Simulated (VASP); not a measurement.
# Be4Se3 in VASP: further runs

Runs on Be4Se3. Level: PBE. Tasks: single point.

Everything below comes from runs of VASP 6.6.1. Logs are shortened: lines on timing, memory, paths and dates and some standing lists are left out, and cuts for length are marked.

### Step 1. The cell of the first run

Symmetry: Cmmm, No. 65, orthorhombic system. Conventional cell: a = 6.482 Å, b = 9.885 Å, c = 3.418 Å, α = 90.00°, β = 90.00°, γ = 90.00°. Within 3.5 Å of Be (site symmetry 2mm) lie 4 Se at 2.49 to 2.55 Å and 11 Be at 2.70 to 3.46 Å. Within 3.0 Å of Be (site symmetry m2m) lie 5 Se at 2.25 to 2.37 Å. Se (site symmetry 2/m) has 6 Be at 2.37 to 2.49 Å within 3.1 Å. Within 3.0 Å of Se (site symmetry mmm) lie 6 Be at 2.25 to 2.55 Å.

The cell was built from a structure type or drawn by symmetry, and may not be a known phase.

### Step 2. Single point, PBE

The input, INCAR:

```
ALGO = Normal
EDIFF = 1E-6
ENCUT = 520
GGA = PE
ISIF = 2
ISMEAR = 0
LASPH = True
LCHARG = True
LELF = True
LREAL = False
LVHAR = True
LWAVE = False
NBANDS = 22
NELM = 60
PREC = Accurate
SIGMA = 0.2
```

The input, KPOINTS:

```
k-points
0
Gamma
  3 3 5
```

The input, POSCAR:

```
Be4Se3
1.0
    3.2408119969     -4.9426121276      0.0000000000
    3.2408119969      4.9426121276      0.0000000000
    0.0000000000      0.0000000000      3.4177874482
Be Se
4 3
Direct
    0.2914038216      0.2914038216      0.5000000000
    0.7085961784      0.7085961784      0.5000000000
    0.7721217067      0.2278782933      0.0000000000
    0.2278782933      0.7721217067      0.0000000000
    0.5000000000      0.0000000000      0.5000000000
    0.0000000000      0.5000000000      0.5000000000
    0.0000000000      0.0000000000      0.0000000000
```

Potentials or basis: VASP PAW PBE potentials, release 64 (Be, Se).

Command:

```sh
cat potpaw_PBE.64/Be/POTCAR potpaw_PBE.64/Se/POTCAR > POTCAR
mpirun -np 1 vasp_std > vasp.out
```

OUTCAR:

```text
EDIFF = 1E-6
   ENCUT = 520
   GGA = PE
   ISIF = 2
   ISMEAR = 0
   LASPH = True
   LREAL = False
   NELM = 60
   PREC = Accurate

 ion  position               nearest neighbor table
   1  0.291  0.291  0.500-   5 2.49   6 2.49   7 2.55   7 2.55
   2  0.709  0.709  0.500-   5 2.49   6 2.49   7 2.55   7 2.55
   3  0.772  0.228  0.000-   7 2.25   6 2.37   5 2.37   5 2.37   6 2.37
   4  0.228  0.772  0.000-   7 2.25   6 2.37   5 2.37   5 2.37   6 2.37
   5  0.500  0.000  0.500-   3 2.37   4 2.37   3 2.37   4 2.37   1 2.49   2 2.49
   6  0.000  0.500  0.500-   3 2.37   4 2.37   3 2.37   4 2.37   1 2.49   2 2.49
   7  0.000  0.000  0.000-   3 2.25   4 2.25   1 2.55   2 2.55   1 2.55   2 2.55

  LATTYP: Found a base centered orthorhombic cell.
 ALAT       =     6.4816239938
 B/A-ratio  =     1.5251153514
 C/A-ratio  =     0.5273041836

  Lattice vectors:

 A1 = (   3.2408119969,  -4.9426121276,   0.0000000000)
 A2 = (   3.2408119969,   4.9426121276,   0.0000000000)
 A3 = (   0.0000000000,   0.0000000000,   3.4177874482)

Analysis of symmetry for initial positions (statically):
=====================================================================
 Subroutine PRICEL returns:
 Original cell was already a primitive cell.

 Routine SETGRP: Setting up the symmetry group for a
 base centered orthorhombic supercell.

 Subroutine GETGRP returns: Found  8 space group operations
 (whereof  8 operations were pure point group operations)
 out of a pool of  8 trial point group operations.

The static configuration has the point symmetry D_2h.

Analysis of symmetry for dynamics (positions and initial velocities):
=====================================================================
 Subroutine PRICEL returns:
 Original cell was already a primitive cell.

 Routine SETGRP: Setting up the symmetry group for a
 base centered orthorhombic supercell.

 Subroutine GETGRP returns: Found  8 space group operations
 (whereof  8 operations were pure point group operations)
 out of a pool of  8 trial point group operations.

The dynamic configuration has the point symmetry D_2h.

 Subroutine INISYM returns: Found  8 space group operations
 (whereof  8 operations are pure point group operations),
 and found     1 'primitive' translations

----------------------------------------------------------------------------------------

                                     Primitive cell

  volume of cell :     109.4928

  direct lattice vectors                    reciprocal lattice vectors
     3.240811997 -4.942612128  0.000000000     0.154282322 -0.101161084  0.000000000
     3.240811997  4.942612128  0.000000000     0.154282322  0.101161084  0.000000000
     0.000000000  0.000000000  3.417787448     0.000000000  0.000000000  0.292586948

  length of vectors
     5.910353377  5.910353377  3.417787448     0.184490108  0.184490108  0.292586948

  position of ions in fractional coordinates (direct lattice)
     0.291403822  0.291403822  0.500000000
     0.708596178  0.708596178  0.500000000
     0.772121707  0.227878293  0.000000000
     0.227878293  0.772121707  0.000000000
     0.500000000  1.000000000  0.500000000
     1.000000000  0.500000000  0.500000000
     0.000000000  0.000000000  0.000000000

  ion indices of the primitive-cell ions
   primitive index   ion index
                 1           1
                 2           2
                 3           3
                 4           4
                 5           5
                 6           6
                 7           7

----------------------------------------------------------------------------------------

 KPOINTS: k-points

Automatic generation of k-mesh.
 Grid dimensions read from file:
 generate k-points for:    3    3    5

 Generating k-lattice:

  Cartesian coordinates                     Fractional coordinates (reciprocal lattice)
     0.051427441 -0.033720361  0.000000000     0.333333333  0.000000000  0.000000000
     0.051427441  0.033720361  0.000000000     0.000000000  0.333333333  0.000000000
     0.000000000  0.000000000  0.058517390     0.000000000  0.000000000  0.200000000

  Length of vectors
     0.061496703  0.061496703  0.058517390

  Shift w.r.t. Gamma in fractional coordinates (k-lattice)
     0.000000000  0.000000000  0.000000000

 Subroutine IBZKPT returns following result:
 ===========================================

 Found     12 irreducible k-points:

 Following reciprocal coordinates:
            Coordinates               Weight
  0.000000  0.000000  0.000000      1.000000
  0.333333 -0.000000  0.000000      4.000000
  0.333333  0.333333  0.000000      2.000000
 -0.333333  0.333333  0.000000      2.000000
  0.000000  0.000000  0.200000      2.000000
  0.333333 -0.000000  0.200000      8.000000
  0.333333  0.333333  0.200000      4.000000
 -0.333333  0.333333  0.200000      4.000000
  0.000000  0.000000  0.400000      2.000000
  0.333333 -0.000000  0.400000      8.000000
  0.333333  0.333333  0.400000      4.000000
 -0.333333  0.333333  0.400000      4.000000
   k-points           NKPTS =     12   k-points in BZ     NKDIM =     12   number of bands    NBANDS=     22
   number of dos      NEDOS =    301   number of ions     NIONS =      7
   total plane-waves  NPLWV =  64512
   dimension x,y,z NGX =    48 NGY =   48 NGZ =   28
   dimension x,y,z NGXF=    96 NGYF=   96 NGZF=   56
   ions per type =               4   3
   NGX,Y,Z   is equivalent  to a cutoff of  13.50, 13.50, 13.62 a.u.
   NGXF,Y,Z  is equivalent  to a cutoff of  27.00, 27.00, 27.24 a.u.
 SYSTEM =  unknown system
   PREC   = accura    normal or accurate (medium, high low for compatibility)
   ISTART =      0    job   : 0-new  1-cont  2-samecut
   ICHARG =      2    charge: 1-file 2-atom 10-const
   ISPIN  =      1    spin polarized calculation?
   LNONCOLLINEAR =      F non collinear calculations
   LSORBIT =      F    spin-orbit coupling
   LASPH  =      T    aspherical Exc in radial PAW
   ENCUT  =  520.0 eV  38.22 Ry    6.18 a.u.  10.99 10.99  6.35*2*pi/ulx,y,z
   NELM   =     60;   NELMIN=  2; NELMDL= -5     # of ELM steps
   EDIFF  = 0.1E-05   stopping-criterion for ELM
   LREAL  =      F    real-space projection
[... 7 lines left out ...]
   TEBEG  =    0.0;   TEEND  =   0.0 temperature during run
   PSTRESS=    0.0 pullay stress
   NELECT =      26.0000    total number of electrons
   NUPDOWN=      -1.0000    fix difference up-down
   EMIN   =  10.00;   EMAX   =-10.00  energy-range for DOS
   EFERMI =   0.00;   METHOD = LEGACY
   ISMEAR =     0;   SIGMA  =   0.20  broadening in eV -4-tet -1-fermi 0-gaus
   EFERMI_NEDOS =   21; number of points for ismear=-14 and -15
   IALGO  =     38    algorithm
   IMIX   =      4    mixing-type and parameters
     AMIX     =   0.40;   BMIX     =  1.00
     AMIX_MAG =   1.60;   BMIX_MAG =  1.00
  volume/ion in A,a.u.               =      15.64       105.56
  Fermi-wavevector in a.u.,A,eV,Ry     =   1.013765  1.915739 13.982984  1.027720
  Thomas-Fermi vector in A             =   2.146953
   LORBIT       =      0    0 simple, 1 ext, 2 COOP (PROOUT), +10 PAW based schemes
   GGA     = PE    functional components
   LHFCALC =     F    Hartree Fock is set to
   AEXX    =    0.0000 exact exchange contribution
   IVDW    =     0    specifies the selected vdW correction
   LEPSILON=     F    determine dielectric tensor
   LRPA    =     F    only Hartree local field effects (RPA)
 non-spin polarized calculation
 Gauss-broadening in eV      SIGMA  =   0.20
  energy-cutoff  :      520.00
  volume of cell :      109.49
 maximum number of plane-waves:      2974
 NGX is ok and might be reduce to    48
   NGX = 21   NGY = 21   NGZ = 13

 number of electron      25.9999999 magnetization

 Free energy of the ion-electron system (eV)
  ---------------------------------------------------
  ext. energy  EPLUGINS =         0.00000000
  ---------------------------------------------------
  free energy    TOTEN  =       -24.79212928 eV

  energy without entropy =      -24.76980979  energy(sigma->0) =      -24.78096953

 E-fermi :   5.2538     XC(G=0):  -9.7820

 val. band max:        5.2483487659   @ k =   0.3333   0.3333   0.2000
 cond. band min:       5.4691233545   @ k =   0.3333  -0.0000   0.4000
 fundamental gap:      0.2207745886
 Fermi energy:         5.2537741717

 k-point     1 :       0.0000    0.0000    0.0000
  band No.  band energies     occupation
      1     -10.4673      2.00000
      2      -8.6548      2.00000
      3      -8.1854      2.00000
      4      -2.8626      2.00000
      5      -1.5922      2.00000
      6      -1.1537      2.00000
[... 14 lines left out ...]
     21       9.6694      0.00000
     22      11.0319      0.00000

 k-point     2 :       0.3333   -0.0000    0.0000
  band No.  band energies     occupation
      1     -10.1667      2.00000
      2      -9.1169      2.00000
      3      -8.3264      2.00000
      4      -2.1881      2.00000
      5      -1.1714      2.00000
      6      -0.4725      2.00000
[... 14 lines left out ...]
     21      10.3065      0.00000
     22      11.6171      0.00000

 k-point     3 :       0.3333    0.3333    0.0000
  band No.  band energies     occupation
      1      -9.6893      2.00000
      2      -9.6027      2.00000
      3      -8.5099      2.00000
      4      -1.2791      2.00000
      5      -0.8608      2.00000
      6      -0.8524      2.00000
[... 14 lines left out ...]
     21      10.9861      0.00000
     22      11.7806      0.00000
[... 176 lines left out ...]
 k-point    11 :       0.3333    0.3333    0.4000
  band No.  band energies     occupation
      1      -8.7987      2.00000
      2      -8.5950      2.00000
      3      -8.0509      2.00000
      4      -2.1495      2.00000
      5      -1.8663      2.00000
      6      -1.1742      2.00000
[... 14 lines left out ...]
     21      10.3272      0.00000
     22      10.4216      0.00000

 k-point    12 :      -0.3333    0.3333    0.4000
  band No.  band energies     occupation
      1      -9.1251      2.00000
      2      -8.3656      2.00000
      3      -7.8146      2.00000
      4      -2.4031      2.00000
      5      -1.8297      2.00000
      6      -1.1400      2.00000
[... 14 lines left out ...]
     21      10.1363      0.00000
     22      10.2500      0.00000

------------------------ aborting loop because EDIFF is reached ----------------------------------------

  FORCE on cell =-STRESS in cart. coord.  units (eV):
  Direction    XX          YY          ZZ          XY          YZ          ZX
  --------------------------------------------------------------------------------------
  -------------------------------------------------------------------------------------
  Total        0.1484428      0.4005523     -0.3905395      0.0000000      0.0000000      0.0000000
  in kB        2.1721226      5.8611709     -5.7146565      0.0000000      0.0000000      0.0000000
  external PRESSURE =       0.7728790 kB  Pullay stress =       0.0000000 kB

 VOLUME and BASIS-vectors are now :
 -----------------------------------------------------------------------------
  energy-cutoff  :      520.00
  volume of cell :      109.49
      direct lattice vectors                 reciprocal lattice vectors
     3.240811997 -4.942612128  0.000000000     0.154282322 -0.101161084  0.000000000
     3.240811997  4.942612128  0.000000000     0.154282322  0.101161084  0.000000000
     0.000000000  0.000000000  3.417787448     0.000000000  0.000000000  0.292586948

 POSITION                                       TOTAL-FORCE (eV/Angst)
 -----------------------------------------------------------------------------------
      1.88877      0.00000      1.70889        -0.002413      0.000000      0.000000
      4.59285      0.00000      1.70889         0.002413      0.000000      0.000000
      3.24081     -2.68998      0.00000         0.000000      0.045694      0.000000
      3.24081      2.68998      0.00000         0.000000     -0.045694      0.000000
      1.62041     -2.47131      1.70889         0.000000      0.000000      0.000000
      1.62041      2.47131      1.70889         0.000000      0.000000      0.000000
      0.00000      0.00000      0.00000         0.000000      0.000000      0.000000
 -----------------------------------------------------------------------------------
    total drift:                               -0.000000      0.000000     -0.000000

  FREE ENERGIE OF THE ION-ELECTRON SYSTEM (eV)
  ---------------------------------------------------
  free  energy   TOTEN  =       -24.7921292810 eV

  energy  without entropy=      -24.7698097879  energy(sigma->0) =      -24.78096953
```

It took 42 s on 1 thread of Intel Xeon 8259CL, shared host; peak memory 0.24 GiB.

Results:

- Free energy: -24.7921 eV
- Pressure: 0.1 GPa
- Largest force: 0.046 eV/Å
- Band gap on the k mesh: zero (bands 13 and 14 overlap by 0.06 eV)

Forces on the atoms (eV/Å):
```
Be  -0.002  0.000  0.000
Be   0.002  0.000  0.000
Be   0.000  0.046  0.000
Be   0.000 -0.046  0.000
Se   0.000  0.000  0.000
Se   0.000  0.000  0.000
Se   0.000  0.000  0.000
```

Stress tensor (GPa, compression positive):
```
 0.22  0.00  0.00
 0.00  0.59  0.00
 0.00  0.00 -0.57
```

Caveat: the k points lie up to 0.39 Å⁻¹ apart; semilocal functionals underestimate gaps, so a narrow gap can read as zero.

### Step 3. Single point, PBE

This run uses another cell than the first one, of 19.12 Å³/atom.

The input, INCAR:

```
PREC     = Accurate       # precision mode
ENCUT    = 520            # plane-wave cutoff, eV
EDIFF    = 1E-6           # SCF threshold, eV
ISMEAR   = 0              # smearing method
SIGMA    = 0.2            # smearing width, eV
LREAL    = False          # projectors in reciprocal space
LASPH    = True           # aspherical terms in the spheres
NELM     = 100            # most SCF steps
ALGO     = Normal         # electronic algorithm
ISIF     = 2              # what is computed and relaxed
LWAVE    = False          # write WAVECAR
LCHARG   = True           # write CHGCAR
GGA      = PE             # functional
LELF     = True           # ELF
LVHAR    = True         
NBANDS   = 22             # bands
```

The input, KPOINTS:

```
Automatic mesh
0
Gamma
  4 4 3
```

The input, POSCAR:

```
Be4Se3
1.0
    2.6722298965     -4.0417619258      0.0000000000
    2.6722298965      4.0417619258      0.0000000000
    0.0000000000      0.0000000000      6.1963211508
Be Se
4 3
Direct
    0.0000000000      0.5000000000      0.3971647367
    0.5000000000      0.0000000000      0.3971647367
    0.0000000000      0.5000000000      0.7160540510
    0.5000000000      0.0000000000      0.7160540510
    0.0000000000      0.5000000000      0.0565966417
    0.5000000000      0.0000000000      0.0565966417
    0.0000000000      0.0000000000      0.5564450812
```

Potentials or basis: VASP PAW PBE potentials, release 64 (Be, Se).

Command:

```sh
cat potpaw_PBE.64/Be/POTCAR potpaw_PBE.64/Se/POTCAR > POTCAR
mpirun -np 1 vasp_std > vasp.out
```

It took 70 s on 1 thread of Intel Xeon 8259CL, shared host; peak memory 0.24 GiB.

The run converged. Its results:

```yaml
Free_energy: -22.8562 eV
Pressure: 0.2 GPa
Largest_force: 0.021 eV/Å
Band_gap_on_the_k_mesh: zero (bands 13 and 14 overlap by 1.09 eV)
```

Forces on the atoms (eV/Å):
```
Be   0.000  0.000 -0.021
Be   0.000  0.000 -0.021
Be   0.000  0.000  0.020
Be   0.000  0.000  0.020
Se   0.000  0.000  0.000
Se   0.000  0.000  0.000
Se   0.000  0.000  0.002
```

Stress tensor (GPa, compression positive):
```
0.11 0.00 0.00
0.00 0.14 0.00
0.00 0.00 0.29
```

Levels at points of the mesh, in eV from the Fermi level:
| k point | band 10 | band 11 | band 12 | band 13 | band 14 | band 15 | band 16 | band 17 |
| --- | --- | --- | --- | --- | --- | --- | --- | --- |
| (0.00, 0.00, 0.00) | -2.67 | -2.23 | -1.32 | -1.26 | 0.19 | 0.37 | 2.23 | 2.96 |
| (0.50, 0.00, 0.00) | -2.59 | -2.43 | -2.16 | -2.01 | 1.62 | 2.33 | 2.48 | 2.63 |
| (0.50, 0.50, 0.00) | -3.71 | -1.26 | -0.64 | 0.41 | 1.84 | 2.74 | 2.81 | 2.98 |
